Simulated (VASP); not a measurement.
Runs of VASP 6.6.1 on Al2Au. The structure is that of space group Fm-3m (No. 225), or close to it. The cells are those of the table. 

| cell | gap on the mesh (eV) | pressure (GPa) |
| --- | --- | --- |
| a = 4.426 Å, angles 60.0°, 3 atoms | none | (a) |
| a = 4.368 Å, angles 60.0°, 3 atoms | none | -5.3 |
| a = 4.207 Å, angles 60.0°, 3 atoms | none | 6.4 |
| a = 4.114 Å, angles 60.0°, 3 atoms | none | 16.8 |

Alike in all rows: task single point; level PBE; potentials or basis VASP PAW PBE potentials, release 64 (Al, Au); no spin polarisation; k mesh 12 × 12 × 12; cutoff (eV) 520; smearing gaussian 0.1 eV.

Estimate the missing entries.

(a) -8.1.

Caveats: spin-orbit coupling is left out, which moves the levels of the heavy elements; the cell stands under tension (at least some runs); the cell stands under pressure (at least some runs).

A k mesh can miss the band edges, and the runs leave out spin-orbit coupling on Au.

A gap of «none» marks levels without a gap at the run's occupations.
